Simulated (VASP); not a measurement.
# H14CO7 in VASP: notebook

Runs on H14CO7. Level: PBE+D3(BJ). Tasks: single point.

All numbers are computed with VASP 6.6.1; they aren't measurements. Logs are shortened: lines on timing, memory, paths and dates and some standing lists are left out, and cuts for length are marked.

## 1. The cell of the first run

The cell holds a disordered packing, 22 atoms: a = 5.777 Å, b = 5.777 Å, c = 5.777 Å, α = 90.00°, β = 90.00°, γ = 90.00°.

## 2. Single point, PBE+D3(BJ)

The input, INCAR:

```
PREC     = Accurate       # precision mode
ENCUT    = 1000           # plane-wave cutoff, eV
EDIFF    = 1E-6           # SCF threshold, eV
ISMEAR   = -1             # smearing method
SIGMA    = 0.05           # smearing width, eV
LREAL    = Auto         
LASPH    = True           # aspherical terms in the spheres
NELM     = 120            # most SCF steps
ALGO     = Normal         # electronic algorithm
ISIF     = 2              # what is computed and relaxed
LWAVE    = False          # write WAVECAR
LCHARG   = False          # write CHGCAR
GGA      = PE             # functional
IVDW     = 12             # dispersion correction
NBANDS   = 47             # bands
GGA_COMPAT= False
```

The input, KPOINTS:

```
Automatic mesh
0
Gamma
  1 1 1
```

The input, POSCAR:

```
H14CO7
1.0
    5.7770000000      0.0000000000      0.0000000000
    0.0000000000      5.7770000000      0.0000000000
    0.0000000000      0.0000000000      5.7770000000
O H C
7 14 1
Direct
    0.1016963822      0.8807166349      0.6923662801
    0.3628180717      0.7274710057      0.0865501125
    1.0734464255      0.5121516358      0.3948935434
    0.8713346027      0.3097109226      0.9452830189
    0.3714384629      0.2317812013      0.7606023888
    0.6381685996      0.6577808551      0.6778951013
    0.7151981998      0.0699671110      0.3841267094
    0.1986151982      0.9642374935      0.5921239398
    0.2088281115      0.8016790722      0.7900986671
    0.4802838844      0.6334083434      0.0189371646
    0.2548900814      0.6453695690      0.1934395015
    1.0782413017      0.6354682361      0.5223645491
    1.1248398823      0.3721481738      0.4711268825
    0.9614332699      0.3706248918      1.0764756794
    0.9498355548      0.1942703826      0.8523801281
    0.4600311580      0.1153539900      0.8548381513
    0.4831054180      0.3536264497      0.7502856154
    0.6282845768      0.7861346720      0.5648952744
    0.7928855808      0.6034446945      0.7005193007
    0.4071490393      0.0978708672      0.2179331833
    0.5812878657      0.3598753678      0.2693612602
    0.5580924355      0.1749004674      0.2974208066
```

Potentials or basis: VASP PAW PBE potentials, release 64 (O_h, H_h, C_h).

Run with:

```console
> cat potpaw_PBE.64/O_h/POTCAR potpaw_PBE.64/H_h/POTCAR potpaw_PBE.64/C_h/POTCAR > POTCAR
> mpirun -np 1 vasp_gam > vasp.out
```

OUTCAR:

```text
PREC = Accurate
   ENCUT = 1000
   EDIFF = 1E-6
   ISMEAR = -1
   LREAL = Auto
   LASPH = True
   NELM = 120
   ISIF = 2
   GGA = PE
   IVDW = 12
 IVDW          = 12

 ion  position               nearest neighbor table
   1  0.102  0.881  0.692-   8 0.94   9 0.95
   2  0.363  0.727  0.087-  10 0.95  11 1.00
   3  0.073  0.512  0.395-  13 0.97  12 1.02
   4  0.871  0.310  0.945-  15 0.97  14 0.98
   5  0.371  0.232  0.761-  17 0.96  16 1.01
   6  0.638  0.658  0.678-  19 0.96  18 0.99
   7  0.715  0.070  0.384-  22 1.20
   8  0.199  0.964  0.592-   1 0.94
   9  0.209  0.802  0.790-   1 0.95
  10  0.480  0.633  0.019-   2 0.95
  11  0.255  0.645  0.193-   2 1.00
  12  0.078  0.635  0.522-   3 1.02
  13  0.125  0.372  0.471-   3 0.97
  14  0.961  0.371  0.076-   4 0.98
  15  0.950  0.194  0.852-   4 0.97
  16  0.460  0.115  0.855-   5 1.01
  17  0.483  0.354  0.750-   5 0.96
  18  0.628  0.786  0.565-   6 0.99
  19  0.793  0.603  0.701-   6 0.96
  20  0.407  0.098  0.218-  22 1.08
  21  0.581  0.360  0.269-  22 1.09
  22  0.558  0.175  0.297-  20 1.08  21 1.09   7 1.20

  LATTYP: Found a simple cubic cell.
 ALAT       =     5.7770000000

  Lattice vectors:

 A1 = (   5.7770000000,   0.0000000000,   0.0000000000)
 A2 = (   0.0000000000,   5.7770000000,   0.0000000000)
 A3 = (   0.0000000000,   0.0000000000,   5.7770000000)

Analysis of symmetry for initial positions (statically):
=====================================================================
 Subroutine PRICEL returns:
 Original cell was already a primitive cell.

 Routine SETGRP: Setting up the symmetry group for a
 simple cubic supercell.

 Subroutine GETGRP returns: Found  1 space group operations
 (whereof  1 operations were pure point group operations)
 out of a pool of 48 trial point group operations.

The static configuration has the point symmetry C_1 .

Analysis of symmetry for dynamics (positions and initial velocities):
=====================================================================
 Subroutine PRICEL returns:
 Original cell was already a primitive cell.

 Routine SETGRP: Setting up the symmetry group for a
 simple cubic supercell.

 Subroutine GETGRP returns: Found  1 space group operations
 (whereof  1 operations were pure point group operations)
 out of a pool of 48 trial point group operations.

The dynamic configuration has the point symmetry C_1 .

 Subroutine INISYM returns: Found  1 space group operations
 (whereof  1 operations are pure point group operations),
 and found     1 'primitive' translations

----------------------------------------------------------------------------------------

                                     Primitive cell

  volume of cell :     192.8000

  direct lattice vectors                    reciprocal lattice vectors
     5.777000000  0.000000000  0.000000000     0.173100225  0.000000000  0.000000000
     0.000000000  5.777000000  0.000000000     0.000000000  0.173100225  0.000000000
     0.000000000  0.000000000  5.777000000     0.000000000  0.000000000  0.173100225

  length of vectors
     5.777000000  5.777000000  5.777000000     0.173100225  0.173100225  0.173100225

  position of ions in fractional coordinates (direct lattice)
     0.101696382  0.880716635  0.692366280
     0.362818072  0.727471006  0.086550112
     0.073446426  0.512151636  0.394893543
     0.871334603  0.309710923  0.945283019
     0.371438463  0.231781201  0.760602389
     0.638168600  0.657780855  0.677895101
[... 14 lines left out ...]
     0.581287866  0.359875368  0.269361260
     0.558092436  0.174900467  0.297420807

  ion indices of the primitive-cell ions
   primitive index   ion index
                 1           1
                 2           2
                 3           3
                 4           4
                 5           5
                 6           6
[... 14 lines left out ...]
                21          21
                22          22

----------------------------------------------------------------------------------------

 KPOINTS: Automatic mesh

Automatic generation of k-mesh.
 Grid dimensions read from file:
 generate k-points for:    1    1    1

 Generating k-lattice:

  Cartesian coordinates                     Fractional coordinates (reciprocal lattice)
     0.173100225  0.000000000  0.000000000     1.000000000  0.000000000  0.000000000
     0.000000000  0.173100225  0.000000000     0.000000000  1.000000000  0.000000000
     0.000000000  0.000000000  0.173100225     0.000000000  0.000000000  1.000000000

  Length of vectors
     0.173100225  0.173100225  0.173100225

  Shift w.r.t. Gamma in fractional coordinates (k-lattice)
     0.000000000  0.000000000  0.000000000

 Subroutine IBZKPT returns following result:
 ===========================================

 Found      1 irreducible k-points:

 Following reciprocal coordinates:
            Coordinates               Weight
  0.000000  0.000000  0.000000      1.000000
   k-points           NKPTS =      1   k-points in BZ     NKDIM =      1   number of bands    NBANDS=     47
   number of dos      NEDOS =    301   number of ions     NIONS =     22
   total plane-waves  NPLWV = 216000
   dimension x,y,z NGX =    60 NGY =   60 NGZ =   60
   dimension x,y,z NGXF=   120 NGYF=  120 NGZF=  120
   ions per type =               7  14   1
   NGX,Y,Z   is equivalent  to a cutoff of  17.27, 17.27, 17.27 a.u.
   NGXF,Y,Z  is equivalent  to a cutoff of  34.53, 34.53, 34.53 a.u.
 SYSTEM =  unknown system
   PREC   = accura    normal or accurate (medium, high low for compatibility)
   ISTART =      0    job   : 0-new  1-cont  2-samecut
   ICHARG =      2    charge: 1-file 2-atom 10-const
   ISPIN  =      1    spin polarized calculation?
   LNONCOLLINEAR =      F non collinear calculations
   LSORBIT =      F    spin-orbit coupling
   LASPH  =      T    aspherical Exc in radial PAW
   ENCUT  = 1000.0 eV  73.50 Ry    8.57 a.u.  14.90 14.90 14.90*2*pi/ulx,y,z
   NELM   =    120;   NELMIN=  2; NELMDL= -5     # of ELM steps
   EDIFF  = 0.1E-05   stopping-criterion for ELM
   LREAL  =      T    real-space projection
   EDIFFG = 0.1E-04   stopping-criterion for IOM
   NSW    =      0    number of steps for IOM
   IBRION =     -1    ionic relax: 0-MD 1-quasi-New 2-CG
   NFREE  =      0    steps in history (QN), initial steepest desc. (CG)
   ISIF   =      2    stress and relaxation
   ISYM   =      2    0-nonsym 1-usesym 2-fastsym
   POTIM  = 0.5000    time-step for ionic-motion
   TEBEG  =    0.0;   TEEND  =   0.0 temperature during run
   PSTRESS=    0.0 pullay stress
   NELECT =      60.0000    total number of electrons
   NUPDOWN=      -1.0000    fix difference up-down
   EMIN   =  10.00;   EMAX   =-10.00  energy-range for DOS
   EFERMI =   0.00;   METHOD = LEGACY
   ISMEAR =    -1;   SIGMA  =   0.05  broadening in eV -4-tet -1-fermi 0-gaus
   EFERMI_NEDOS =   21; number of points for ismear=-14 and -15
   IALGO  =     38    algorithm
   IMIX   =      4    mixing-type and parameters
     AMIX     =   0.40;   BMIX     =  1.00
     AMIX_MAG =   1.60;   BMIX_MAG =  1.00
  volume/ion in A,a.u.               =       8.76        59.14
  Fermi-wavevector in a.u.,A,eV,Ry     =   1.109404  2.096469 16.745727  1.230776
  Thomas-Fermi vector in A             =   2.245943
   LORBIT       =      0    0 simple, 1 ext, 2 COOP (PROOUT), +10 PAW based schemes
   GGA     = PE    functional components
   LHFCALC =     F    Hartree Fock is set to
   AEXX    =    0.0000 exact exchange contribution
   IVDW    =    12    specifies the selected vdW correction
   LEPSILON=     F    determine dielectric tensor
   LRPA    =     F    only Hartree local field effects (RPA)
 non-spin polarized calculation
  energy-cutoff  :     1000.00
  volume of cell :      192.80
 maximum number of plane-waves:      6903
 NGX is ok and might be reduce to    60
   NGX = 29   NGY = 29   NGZ = 29

 number of electron      60.0000003 magnetization

 Free energy of the ion-electron system (eV)
  ---------------------------------------------------
  ext. energy  EPLUGINS =         0.00000000
  ---------------------------------------------------
  free energy    TOTEN  =      -109.46670046 eV

  energy without entropy =     -109.46670046  energy(sigma->0) =     -109.46670046

 E-fermi :  -0.6452     XC(G=0):  -7.5972

 val. band max:       -1.9273668705   @ k =   0.0000   0.0000   0.0000
 cond. band min:       1.8215795530   @ k =   0.0000   0.0000   0.0000
 fundamental gap:      3.7489464235
 Fermi energy:        -0.6452342223

 k-point     1 :       0.0000    0.0000    0.0000
  band No.  band energies     occupation
      1     -22.5039      2.00000
      2     -22.0398      2.00000
      3     -21.2795      2.00000
      4     -21.1573      2.00000
      5     -20.7007      2.00000
      6     -20.6060      2.00000
[... 34 lines left out ...]
     41       8.6378      0.00000
     42       8.7073      0.00000
 [bands above 42 left out]

------------------------ aborting loop because EDIFF is reached ----------------------------------------

 Edisp (eV)   -0.96008

 E8    (eV) :    -0.2047

  FORCE on cell =-STRESS in cart. coord.  units (eV):
  Direction    XX          YY          ZZ          XY          YZ          ZX
  --------------------------------------------------------------------------------------
  -------------------------------------------------------------------------------------
  Total       5.07253     2.78602    -0.65113     0.75562    -1.07898    -0.64544
  in kB      42.15296    23.15199    -5.41095     6.27923    -8.96640    -5.36360
  external pressure =       19.96 kB  Pullay stress =        0.00 kB

 VOLUME and BASIS-vectors are now :
 -----------------------------------------------------------------------------
  energy-cutoff  :     1000.00
  volume of cell :      192.80
      direct lattice vectors                 reciprocal lattice vectors
     5.777000000  0.000000000  0.000000000     0.173100225  0.000000000  0.000000000
     0.000000000  5.777000000  0.000000000     0.000000000  0.173100225  0.000000000
     0.000000000  0.000000000  5.777000000     0.000000000  0.000000000  0.173100225

 POSITION                                       TOTAL-FORCE (eV/Angst)
 -----------------------------------------------------------------------------------
      0.58750      5.08790      3.99980        -1.897147     -0.927913     -0.172807
      2.09600      4.20260      0.50000        -1.210472      1.078528      0.202372
      0.42430      2.95870      2.28130         0.019146      0.669568      0.490401
      5.03370      1.78920      5.46090        -0.692847      0.813217      0.114282
      2.14580      1.33900      4.39400         0.414627     -1.464901      0.916967
      3.68670      3.80000      3.91620        -1.670123      0.247497     -0.064695
[... 14 lines left out ...]
      3.35810      2.07900      1.55610        -0.170367      0.805192      0.176838
      3.22410      1.01040      1.71820         0.710547      1.391704     -0.508698
 -----------------------------------------------------------------------------------
    total drift:                                0.001049      0.001264     -0.001289

  FREE ENERGIE OF THE ION-ELECTRON SYSTEM (eV)
  ---------------------------------------------------
  free  energy   TOTEN  =      -110.4267838330 eV

  energy  without entropy=     -110.4267838330  energy(sigma->0) =     -110.42678383
```

Wall time 77 s (1 thread of Intel Xeon Platinum 8259CL at 2.50GHz (Skylake/Cascade Lake), shared host); peak memory 0.44 GiB.

Results:

- Free energy: -110.4268 eV
- Pressure: 2.0 GPa
- Largest force: 2.119 eV/Å
- Dispersion energy per atom: -0.044 eV

Forces on the atoms (eV/Å):
```
O   -1.897 -0.928 -0.173
O   -1.210  1.079  0.202
O    0.019  0.670  0.490
O   -0.693  0.813  0.114
O    0.415 -1.465  0.917
O   -1.670  0.247 -0.065
O    0.587 -1.473  0.795
H    0.920  1.170 -1.003
H    0.869 -0.516  1.587
H    0.450 -0.684 -0.181
H    0.669 -0.343 -0.354
H   -0.081 -0.463 -0.928
H    0.104 -0.145  0.139
H    0.052 -0.628 -0.632
H    0.654 -0.147  0.463
H   -0.839  0.681 -0.822
H    0.693  1.149 -0.397
H    0.847 -0.559  0.236
H    0.563  0.099 -0.091
H   -0.991 -0.755  0.034
H   -0.170  0.805  0.177
C    0.711  1.392 -0.509
```

Levels at points of the mesh, in eV from the Fermi level:
| k point | band 28 | band 29 | band 30 | band 31 | band 32 | band 33 |
| --- | --- | --- | --- | --- | --- | --- |
| (0.00, 0.00, 0.00) | -2.17 | -2.08 | -1.28 | 2.47 | 3.16 | 6.59 |

Caveat: the k points lie up to 1.09 Å⁻¹ apart, too coarse for converged energies, forces and pressures; the atoms stand as in a frame of molecular dynamics.

## 3. Single point, PBE+D3(BJ)

INCAR is that of step 2.

KPOINTS is that of step 2.

The input, POSCAR:

```
H14CO7
1.0
    5.7770000000      0.0000000000      0.0000000000
    0.0000000000      5.7770000000      0.0000000000
    0.0000000000      0.0000000000      5.7770000000
O H C
7 14 1
Direct
    0.0828111477      0.8043621257      0.5680630085
    0.2530898390      0.8048641163      0.0962437251
    1.0853903410      0.4186948243      0.3438116670
    0.8887138653      0.2879522243      0.8900467371
    0.4011597715      0.2732213952      0.7773584906
    0.6725116843      0.7361779470      0.8382897698
    0.7439155271      0.0699151809      0.4138307080
    0.0968668859      0.9624199411      0.5088454215
    0.2102302233      0.7785875022      0.6770122901
    0.4084472910      0.7953089839      0.0339968842
    0.2368703479      0.6478795222      0.1427038255
    1.0492989441      0.5739484161      0.4127921066
    0.9820321966      0.3074086896      0.4155790203
    0.9451618487      0.3190064047      1.0453003289
    1.0402458023      0.2662108361      0.8304137095
    0.5245283019      0.1703652415      0.8073221395
    0.4626969015      0.4141769084      0.7053141769
    0.7696209105      0.8352085858      0.7523108880
    0.7761814090      0.6133633374      0.8965033755
    0.4077895101      0.0574865847      0.2922104899
    0.5621083607      0.3394495413      0.2893543362
    0.5783105418      0.1550804916      0.3216375281
```

Potentials or basis: VASP PAW PBE potentials, release 64 (O_h, H_h, C_h).

Run with:

```console
> cat potpaw_PBE.64/O_h/POTCAR potpaw_PBE.64/H_h/POTCAR potpaw_PBE.64/C_h/POTCAR > POTCAR
> mpirun -np 1 vasp_gam > vasp.out
```

OUTCAR:

```text
PREC = Accurate
   ENCUT = 1000
   EDIFF = 1E-6
   ISMEAR = -1
   LREAL = Auto
   LASPH = True
   NELM = 120
   ISIF = 2
   GGA = PE
   IVDW = 12
 IVDW          = 12

 ion  position               nearest neighbor table
   1  0.083  0.804  0.568-   8 0.98   9 0.98
   2  0.253  0.805  0.096-  11 0.95  10 0.97
   3  0.085  0.419  0.344-  13 0.97  12 1.00
[... 281 lines left out ...]
  -------------------------------------------------------------------------------------
  Total       4.00706     3.15031     3.35624    -0.40982    -1.29925    -1.73667
  in kB      33.29884    26.17926    27.89051    -3.40565   -10.79684   -14.43183
  external pressure =       29.12 kB  Pullay stress =        0.00 kB

 VOLUME and BASIS-vectors are now :
 -----------------------------------------------------------------------------
  energy-cutoff  :     1000.00
  volume of cell :      192.80
      direct lattice vectors                 reciprocal lattice vectors
     5.777000000  0.000000000  0.000000000     0.173100225  0.000000000  0.000000000
     0.000000000  5.777000000  0.000000000     0.000000000  0.173100225  0.000000000
     0.000000000  0.000000000  5.777000000     0.000000000  0.000000000  0.173100225

 POSITION                                       TOTAL-FORCE (eV/Angst)
 -----------------------------------------------------------------------------------
      0.47840      4.64680      3.28170         0.156028      0.381521      0.574702
      1.46210      4.64970      0.55600         0.201159      0.644514     -0.602358
      0.49330      2.41880      1.98620         0.060237      0.389739     -0.542559
      5.13410      1.66350      5.14180        -0.365226      0.353961      0.798033
      2.31750      1.57840      4.49080        -1.661124      0.994152     -0.635065
      3.88510      4.25290      4.84280        -1.272560     -1.244307      1.178285
[... 14 lines left out ...]
      3.24730      1.96100      1.67160         0.344536      1.024208     -0.475954
      3.34090      0.89590      1.85810        -2.711187     -0.154617      0.454541
 -----------------------------------------------------------------------------------
    total drift:                                0.005817      0.002836      0.001733

  FREE ENERGIE OF THE ION-ELECTRON SYSTEM (eV)
  ---------------------------------------------------
  free  energy   TOTEN  =      -110.2798222255 eV

  energy  without entropy=     -110.2798222254  energy(sigma->0) =     -110.27982223
```

stdout:

```text
POSCAR found type information on POSCAR O H C
 POSCAR found :  3 types and      22 ions
 scaLAPACK will be used
 LDA part: xc-table for (Slater+PW92), standard interpolation
 POSCAR, INCAR and KPOINTS ok, starting setup
 FFT: planning ... GRIDC
 FFT: planning ... GRID_SOFT
 FFT: planning ... GRID
 WAVECAR not read
 entering main loop
```

Wall time 35 s (1 thread of AMD EPYC 7R13 (Zen 3), shared host); peak memory 0.41 GiB.

What came out:

* Free energy: -110.2798 eV
* Pressure: 2.9 GPa
* Largest force: 2.753 eV/Å
* Dispersion energy per atom: -0.043 eV

Forces in eV/Å, atoms in the order of the input:
```
O    0.156  0.382  0.575
O    0.201  0.645 -0.602
O    0.060  0.390 -0.543
O   -0.365  0.354  0.798
O   -1.661  0.994 -0.635
O   -1.273 -1.244  1.178
O    1.280 -0.733  0.157
H    0.082 -0.583  0.143
H   -0.231  0.337 -0.072
H    0.699  0.332 -0.525
H   -0.652 -1.250  0.529
H    0.197 -0.392  0.079
H   -0.339 -0.176  0.066
H   -0.384  0.144  0.916
H    1.156 -0.394 -1.190
H    1.247 -0.453  0.138
H    0.226 -0.487  0.454
H    1.148  0.843 -0.953
H   -0.249  0.197 -0.395
H    1.069  0.227 -0.097
H    0.345  1.024 -0.476
C   -2.711 -0.155  0.455
```

Stress tensor (GPa, compression positive):
```
 3.33 -0.34 -1.44
-0.34  2.62 -1.08
-1.44 -1.08  2.79
```

Caveat: the k points lie up to 1.09 Å⁻¹ apart, too coarse for converged energies, forces and pressures.
